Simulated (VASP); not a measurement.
# AlCu in VASP: further runs

Runs on AlCu. Level: PBEsol. Tasks: single point.

Everything below comes from runs of VASP 6.6.1. Logs are shortened: lines on timing, memory, paths and dates and some standing lists are left out, and cuts for length are marked.

### 1 The cell of the first run

The structure is cubic, space group Pm-3m (No. 221). The conventional cell has a = 3.030 Å, b = 3.030 Å, c = 3.030 Å, α = 90.00°, β = 90.00°, γ = 90.00°. Al (site symmetry m-3m) has 8 Cu at 2.62 Å and 6 Al at 3.03 Å within 3.5 Å. Cu (site symmetry m-3m) has 8 Al at 2.62 Å and 6 Cu at 3.03 Å within 3.5 Å.

### 2 Single point, PBEsol (the cell strained)

Input file INCAR:

```
  ALGO = Normal
  EDIFF = 1E-7
  ENCUT = 520
  GGA = PS
  ISIF = 2
  ISMEAR = 0
  LASPH = True
  LCHARG = True
  LELF = True
  LREAL = False
  LVHAR = True
  LWAVE = False
  NBANDS = 14
  NELM = 60
  PREC = Accurate
  SIGMA = 0.15
```

Input file KPOINTS:

```
k-points
0
Gamma
  16 16 16
```

Input file POSCAR:

```
AlCu
1.0
    3.0298959828      0.0000000000      0.0000000000
    0.0000000000      3.0298959828      0.0000000000
    0.0000000000      0.0000000000      3.0298959828
Al Cu
1 1
Direct
    0.0000000000      0.0000000000      0.0000000000
    0.5000000000      0.5000000000      0.5000000000
```

Potentials or basis: VASP PAW PBE potentials, release 64 (Al, Cu).

Run with:

```
> cat potpaw_PBE.64/Al/POTCAR potpaw_PBE.64/Cu/POTCAR > POTCAR
> mpirun -np 1 vasp_std > vasp.out
```

OUTCAR:

```text
EDIFF = 1E-7
   ENCUT = 520
   GGA = PS
   ISIF = 2
   ISMEAR = 0
   LASPH = True
   LREAL = False
   NELM = 60
   PREC = Accurate

 ion  position               nearest neighbor table
   1  0.000  0.000  0.000-   2 2.62   2 2.62   2 2.62   2 2.62   2 2.62   2 2.62   2 2.62   2 2.62

   2  0.500  0.500  0.500-   1 2.62   1 2.62   1 2.62   1 2.62   1 2.62   1 2.62   1 2.62   1 2.62

  LATTYP: Found a simple cubic cell.
 ALAT       =     3.0298959828

  Lattice vectors:

 A1 = (   3.0298959828,   0.0000000000,   0.0000000000)
 A2 = (   0.0000000000,   3.0298959828,   0.0000000000)
 A3 = (   0.0000000000,   0.0000000000,   3.0298959828)

Analysis of symmetry for initial positions (statically):
=====================================================================
 Subroutine PRICEL returns:
 Original cell was already a primitive cell.

 Routine SETGRP: Setting up the symmetry group for a
 simple cubic supercell.

 Subroutine GETGRP returns: Found 48 space group operations
 (whereof 48 operations were pure point group operations)
 out of a pool of 48 trial point group operations.

The static configuration has the point symmetry O_h .

Analysis of symmetry for dynamics (positions and initial velocities):
=====================================================================
 Subroutine PRICEL returns:
 Original cell was already a primitive cell.

 Routine SETGRP: Setting up the symmetry group for a
 simple cubic supercell.

 Subroutine GETGRP returns: Found 48 space group operations
 (whereof 48 operations were pure point group operations)
 out of a pool of 48 trial point group operations.

The dynamic configuration has the point symmetry O_h .

 Subroutine INISYM returns: Found 48 space group operations
 (whereof 48 operations are pure point group operations),
 and found     1 'primitive' translations

----------------------------------------------------------------------------------------

                                     Primitive cell

  volume of cell :      27.8153

  direct lattice vectors                    reciprocal lattice vectors
     3.029895983  0.000000000  0.000000000     0.330044333  0.000000000  0.000000000
     0.000000000  3.029895983  0.000000000     0.000000000  0.330044333  0.000000000
     0.000000000  0.000000000  3.029895983     0.000000000  0.000000000  0.330044333

  length of vectors
     3.029895983  3.029895983  3.029895983     0.330044333  0.330044333  0.330044333

  position of ions in fractional coordinates (direct lattice)
     0.000000000  0.000000000  0.000000000
     0.500000000  0.500000000  0.500000000

  ion indices of the primitive-cell ions
   primitive index   ion index
                 1           1
                 2           2

----------------------------------------------------------------------------------------

 KPOINTS: k-points

Automatic generation of k-mesh.
 Grid dimensions read from file:
 generate k-points for:   16   16   16

 Generating k-lattice:

  Cartesian coordinates                     Fractional coordinates (reciprocal lattice)
     0.020627771  0.000000000  0.000000000     0.062500000  0.000000000  0.000000000
     0.000000000  0.020627771  0.000000000     0.000000000  0.062500000  0.000000000
     0.000000000  0.000000000  0.020627771     0.000000000  0.000000000  0.062500000

  Length of vectors
     0.020627771  0.020627771  0.020627771

  Shift w.r.t. Gamma in fractional coordinates (k-lattice)
     0.000000000  0.000000000  0.000000000

 Subroutine IBZKPT returns following result:
 ===========================================

 Found    165 irreducible k-points:

 Following reciprocal coordinates:
            Coordinates               Weight
  0.000000  0.000000  0.000000      1.000000
  0.062500  0.000000  0.000000      6.000000
  0.125000  0.000000  0.000000      6.000000
  0.187500  0.000000  0.000000      6.000000
  0.250000  0.000000  0.000000      6.000000
  0.312500  0.000000  0.000000      6.000000
[... 16 lines left out ...]
  0.437500  0.125000  0.000000     24.000000
  0.500000  0.125000  0.000000     12.000000
 [... further k-points ...]
   k-points           NKPTS =    165   k-points in BZ     NKDIM =    165   number of bands    NBANDS=     14
   number of dos      NEDOS =    301   number of ions     NIONS =      2
   total plane-waves  NPLWV =  13824
   dimension x,y,z NGX =    24 NGY =   24 NGZ =   24
   dimension x,y,z NGXF=    48 NGYF=   48 NGZF=   48
   ions per type =               1   1
   NGX,Y,Z   is equivalent  to a cutoff of  13.17, 13.17, 13.17 a.u.
   NGXF,Y,Z  is equivalent  to a cutoff of  26.34, 26.34, 26.34 a.u.
 SYSTEM =  unknown system
   PREC   = accura    normal or accurate (medium, high low for compatibility)
   ISTART =      0    job   : 0-new  1-cont  2-samecut
   ICHARG =      2    charge: 1-file 2-atom 10-const
   ISPIN  =      1    spin polarized calculation?
   LNONCOLLINEAR =      F non collinear calculations
   LSORBIT =      F    spin-orbit coupling
   LASPH  =      T    aspherical Exc in radial PAW
   ENCUT  =  520.0 eV  38.22 Ry    6.18 a.u.   5.63  5.63  5.63*2*pi/ulx,y,z
   NELM   =     60;   NELMIN=  2; NELMDL= -5     # of ELM steps
   EDIFF  = 0.1E-06   stopping-criterion for ELM
   LREAL  =      F    real-space projection
   EDIFFG = 0.1E-05   stopping-criterion for IOM
   NSW    =      0    number of steps for IOM
   IBRION =     -1    ionic relax: 0-MD 1-quasi-New 2-CG
   NFREE  =      0    steps in history (QN), initial steepest desc. (CG)
   ISIF   =      2    stress and relaxation
   ISYM   =      2    0-nonsym 1-usesym 2-fastsym
   POTIM  = 0.5000    time-step for ionic-motion
   TEBEG  =    0.0;   TEEND  =   0.0 temperature during run
   PSTRESS=    0.0 pullay stress
   NELECT =      14.0000    total number of electrons
   NUPDOWN=      -1.0000    fix difference up-down
   EMIN   =  10.00;   EMAX   =-10.00  energy-range for DOS
   EFERMI =   0.00;   METHOD = LEGACY
   ISMEAR =     0;   SIGMA  =   0.15  broadening in eV -4-tet -1-fermi 0-gaus
   EFERMI_NEDOS =   21; number of points for ismear=-14 and -15
   IALGO  =     38    algorithm
   IMIX   =      4    mixing-type and parameters
     AMIX     =   0.40;   BMIX     =  1.00
     AMIX_MAG =   1.60;   BMIX_MAG =  1.00
  volume/ion in A,a.u.               =      13.91        93.85
  Fermi-wavevector in a.u.,A,eV,Ry     =   1.302236  2.460870 23.073023  1.695819
  Thomas-Fermi vector in A             =   2.433318
   LORBIT       =      0    0 simple, 1 ext, 2 COOP (PROOUT), +10 PAW based schemes
   GGA     = PS    functional components
   LHFCALC =     F    Hartree Fock is set to
   AEXX    =    0.0000 exact exchange contribution
   IVDW    =     0    specifies the selected vdW correction
   LEPSILON=     F    determine dielectric tensor
   LRPA    =     F    only Hartree local field effects (RPA)
 non-spin polarized calculation
 Gauss-broadening in eV      SIGMA  =   0.15
  energy-cutoff  :      520.00
  volume of cell :       27.82
 maximum number of plane-waves:       768
 NGX is ok and might be reduce to    24
   NGX = 11   NGY = 11   NGZ = 11

 number of electron      13.9999996 magnetization

 Free energy of the ion-electron system (eV)
  ---------------------------------------------------
  ext. energy  EPLUGINS =         0.00000000
  ---------------------------------------------------
  free energy    TOTEN  =        -8.66993814 eV

  energy without entropy =       -8.66266800  energy(sigma->0) =       -8.66630307

 E-fermi :   8.5363     XC(G=0): -11.4591

 val. band max:        8.5265971215   @ k =   0.3125   0.3125   0.0000
 cond. band min:       8.5490210474   @ k =   0.5000   0.5000   0.1875
 fundamental gap:      0.0224239259
 Fermi energy:         8.5363391330

 k-point     1 :       0.0000    0.0000    0.0000
  band No.  band energies     occupation
      1      -2.6524      2.00000
      2       3.8549      2.00000
      3       3.8549      2.00000
      4       4.8087      2.00000
      5       4.8087      2.00000
      6       4.8087      2.00000
      7      12.3188      0.00000
      8      12.3188      0.00000
      9      12.3188      0.00000
     10      14.8376      0.00000
     11      14.8376      0.00000
     12      18.1024      0.00000
     13      26.6233      0.00000
     14      26.6233      0.00000

 k-point     2 :       0.0625    0.0000    0.0000
  band No.  band energies     occupation
      1      -2.5878      2.00000
      2       3.8580      2.00000
      3       3.8641      2.00000
      4       4.7912      2.00000
      5       4.7912      2.00000
      6       4.8106      2.00000
      7      11.5241      0.00000
      8      12.3968      0.00000
      9      12.3968      0.00000
     10      14.8617      0.00000
     11      15.4986      0.00000
     12      18.3922      0.00000
     13      25.7292      0.00000
     14      25.7292      0.00000

 k-point     3 :       0.1250    0.0000    0.0000
  band No.  band energies     occupation
      1      -2.3945      2.00000
      2       3.8603      2.00000
      3       3.8906      2.00000
      4       4.7421      2.00000
      5       4.7421      2.00000
      6       4.8160      2.00000
      7      10.1341      0.00000
      8      12.6275      0.00000
      9      12.6275      0.00000
     10      14.9333      0.00000
     11      16.3789      0.00000
     12      19.3731      0.00000
     13      24.2698      0.00000
     14      24.2698      0.00000
[... 324 lines left out ...]
 k-point    23 :       0.4375    0.1250    0.0000
  band No.  band energies     occupation
      1       0.6034      2.00000
      2       2.2821      2.00000
      3       4.1363      2.00000
      4       4.4179      2.00000
      5       4.4242      2.00000
      6       4.8006      2.00000
      7       5.6050      2.00000
      8      13.1508      0.00000
      9      14.9963      0.00000
     10      15.9828      0.00000
     11      17.6706      0.00000
     12      17.9455      0.00000
     13      20.6778      0.00000
     14      21.7237      0.00000

 k-point    24 :       0.5000    0.1250    0.0000
  band No.  band energies     occupation
      1       1.3458      2.00000
      2       1.5283      2.00000
      3       4.1498      2.00000
      4       4.4092      2.00000
      5       4.4102      2.00000
      6       4.8028      2.00000
      7       5.5088      2.00000
      8      13.7272      0.00000
      9      14.3703      0.00000
     10      16.8668      0.00000
     11      16.9661      0.00000
     12      17.7249      0.00000
     13      20.7735      0.00000
     14      21.6400      0.00000

 [... further k-points ...]

------------------------ aborting loop because EDIFF is reached ----------------------------------------

  FORCE on cell =-STRESS in cart. coord.  units (eV):
  Direction    XX          YY          ZZ          XY          YZ          ZX
  --------------------------------------------------------------------------------------
  -------------------------------------------------------------------------------------
  Total       -1.3216055     -1.3216055     -1.3216055      0.0000000      0.0000000      0.0000000
  in kB      -76.1253429    -76.1253429    -76.1253429      0.0000000      0.0000000      0.0000000
  external PRESSURE =     -76.1253429 kB  Pullay stress =       0.0000000 kB

 VOLUME and BASIS-vectors are now :
 -----------------------------------------------------------------------------
  energy-cutoff  :      520.00
  volume of cell :       27.82
      direct lattice vectors                 reciprocal lattice vectors
     3.029895983  0.000000000  0.000000000     0.330044333  0.000000000  0.000000000
     0.000000000  3.029895983  0.000000000     0.000000000  0.330044333  0.000000000
     0.000000000  0.000000000  3.029895983     0.000000000  0.000000000  0.330044333

 POSITION                                       TOTAL-FORCE (eV/Angst)
 -----------------------------------------------------------------------------------
      0.00000      0.00000      0.00000         0.000000      0.000000      0.000000
      1.51495      1.51495      1.51495         0.000000      0.000000      0.000000
 -----------------------------------------------------------------------------------
    total drift:                                0.000000      0.000000     -0.000000

  FREE ENERGIE OF THE ION-ELECTRON SYSTEM (eV)
  ---------------------------------------------------
  free  energy   TOTEN  =        -8.6699381437 eV

  energy  without entropy=       -8.6626679998  energy(sigma->0) =       -8.66630307
```

It took 82 s on 1 thread of Intel Xeon 8259CL, shared host; peak memory 0.19 GiB.

What came out:

```
Free energy            : -8.6699 eV
Pressure               : -7.6 GPa
Band gap on the k mesh : zero (bands 7 and 8 overlap by 4.59 eV)
```

Caveat: the cell differs from its parent crystal (the cell strained); the cell stands under tension; the PAW data sets were made with another functional, which shifts forces and pressure a little.

### 3 Single point, PBEsol (atoms displaced along a vibrational mode, the cell strained)

Input file INCAR:

```
PREC     = Accurate       # precision mode
ENCUT    = 520            # plane-wave cutoff, eV
EDIFF    = 1E-6           # SCF threshold, eV
ISMEAR   = 0              # smearing method
SIGMA    = 0.15           # smearing width, eV
LREAL    = False          # projectors in reciprocal space
LASPH    = True           # aspherical terms in the spheres
NELM     = 100            # most SCF steps
ALGO     = Fast           # electronic algorithm
ISIF     = 2              # what is computed and relaxed
LWAVE    = False          # write WAVECAR
LCHARG   = False          # write CHGCAR
GGA      = PS             # functional
NBANDS   = 14             # bands
```

Input file KPOINTS:

```
regular mesh
0
Gamma
  16 16 16
```

Input file POSCAR:

```
AlCu
1.0
    2.9314613133      0.0000000000      0.0000000000
    0.0000000000      2.9314613133      0.0000000000
    0.0000000000      0.0000000000      2.9314613133
Al Cu
1 1
Direct
   -0.0129567154      0.0000000000      0.0000000000
    0.5055014024      0.5000000000      0.5000000000
```

Potentials or basis: VASP PAW PBE potentials, release 64 (Al, Cu).

Run with:

```
> cat potpaw_PBE.64/Al/POTCAR potpaw_PBE.64/Cu/POTCAR > POTCAR
> mpirun -np 1 vasp_std > vasp.out
```

Wall time 3.2 min (1 thread of Intel Xeon 8259CL, shared host); peak memory 0.26 GiB.

The run converged. Its results:

- Free energy: -8.7013 eV
- Pressure: 3.5 GPa
- Largest force: 0.271 eV/Å
- Band gap on the k mesh: zero (bands 7 and 8 overlap by 4.86 eV)

Forces in eV/Å, atoms in the order of the input:
```
Al   0.271  0.000  0.000
Cu  -0.271  0.000  0.000
```

Stress tensor (GPa, compression positive):
```
3.39 0.00 0.00
0.00 3.55 0.00
0.00 0.00 3.55
```

Levels at points of the mesh, in eV from the Fermi level:
| k point | band 5 | band 6 | band 7 | band 8 | band 9 | band 10 |
| --- | --- | --- | --- | --- | --- | --- |
| (0.00, 0.00, 0.00) | -4.17 | -4.17 | 3.95 | 3.95 | 3.95 | 6.36 |
| (0.50, 0.00, 0.00) | -4.64 | -4.11 | -3.34 | 7.19 | 8.20 | 8.20 |
| (0.00, 0.50, 0.00) | -4.64 | -4.11 | -3.35 | 7.19 | 8.22 | 8.24 |
| (0.50, 0.50, 0.00) | -4.03 | -4.02 | -3.75 | -0.91 | 0.00 | 10.68 |
| (0.00, 0.50, 0.50) | -4.02 | -4.02 | -3.75 | -0.92 | 0.00 | 10.69 |
| (0.50, 0.50, 0.50) | -3.73 | 0.53 | 0.53 | 0.55 | 2.15 | 2.30 |

Caveat: the cell differs from its parent crystal (atoms displaced along a vibrational mode, the cell strained); the cell stands under pressure; the PAW data sets were made with another functional, which shifts forces and pressure a little.

(Continued in part 2 of 2.)
